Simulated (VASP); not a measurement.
**In2Sb2Cl: single point with PBE+D3(BJ)**

The system is In2Sb2Cl, a slab with vacuum.

```
Sb In Cl
1.0
     4.62939    0.00000    0.00000
    -2.31469    4.00917    0.00000
     0.00000    0.00000   22.01518
Sb In Cl
2 2 1
Direct
  0.00000 0.00000 0.18169
  0.33333 0.66667 0.36093
  0.33333 0.66667 0.22462
  0.66667 0.33333 0.39587
  0.11111 0.22222 0.54577
```

| Property | Result |
| --- | --- |
| Program | VASP 6.6.1 |
| Task | single point |
| Functional | PBE |
| Dispersion | D3(BJ) |
| Potentials or basis | VASP PAW PBE potentials, release 64 (Sb, In_d, Cl) |
| Cutoff | 520 eV |
| k mesh | 6 × 6 × 1 |
| Occupations | gaussian, width 0.1 eV |
| Spin | no spin polarisation |

```yaml
Largest_force: 0.777 eV/Å
Dispersion_energy_per_atom: -0.199 eV
```

Forces on the atoms (eV/Å):
```
Sb   0.000 -0.004 -0.105
Sb   0.000  0.017 -0.232
In   0.000  0.004  0.315
In   0.000 -0.059  0.775
Cl   0.000  0.043 -0.753
```

Levels at points of the mesh, in eV from the Fermi level:
```csv
k point,band 19,band 20,band 21,band 22,band 23,band 24,band 25,band 26
"(0.00, 0.00, 0.00)",0.01,0.03,0.26,0.26,0.64,1.09,3.09,3.76
"(0.50, 0.00, 0.00)",-0.63,-0.34,-0.21,-0.08,1.24,1.92,2.41,3.32
"(0.00, 0.50, 0.00)",-0.60,-0.37,-0.21,-0.08,1.22,1.95,2.41,3.34
```

Wall time 5.7 min on 1 thread of Intel(R) Xeon(R) Platinum 8375C CPU @ 2.90GHz (Ice Lake), with other jobs on the host, peak memory 0.61 GiB.

Caveat: spin-orbit coupling is left out, which moves the levels of the heavy elements; an odd number of electrons without spin polarisation forces a metal; a magnetic or distorted state may lie lower.
